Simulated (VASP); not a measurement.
Input of a VASP 6.6.1 run:

The input INCAR:

```
SYSTEM = Ga
PREC = Accurate
ENCUT = 520
EDIFF = 1E-7
ISMEAR = 0
SIGMA = 0.1
LREAL = .False.
LASPH = .True.
NELM = 100
ALGO = Normal
ISIF = 2
LWAVE = .False.
LCHARG = .False.
GGA = PS
NBANDS = 20
```

File KPOINTS:

```
regular mesh
0
Gamma
  16 16 16
  0 0 0
```

The input POSCAR:

```
Ga
1.0
    0.0000000000      2.8769492113      2.8769492113
    2.8769492113      0.0000000000      2.8769492113
    2.8769492113      2.8769492113      0.0000000000
Ga
2
Direct
    0.0000000000      0.0000000000      0.0000000000
    0.2500000000      0.2500000000      0.2500000000
```

Potentials or basis: VASP PAW PBE potentials, release 64 (Ga_d).

Launch:

```console
$ cat potpaw_PBE.64/Ga_d/POTCAR > POTCAR
$ mpirun -np 1 vasp_std > vasp.out
```

Task: What does it give for the pressure?

Result: 0.0 GPa.

Task: Predict the band gap on the k mesh.

Result: Zero (band 13 reaches 5.76 eV, above the bottom of band 14 at 1.26 eV).

Caveat: the PAW data sets were made with another functional, which shifts forces and pressure a little.
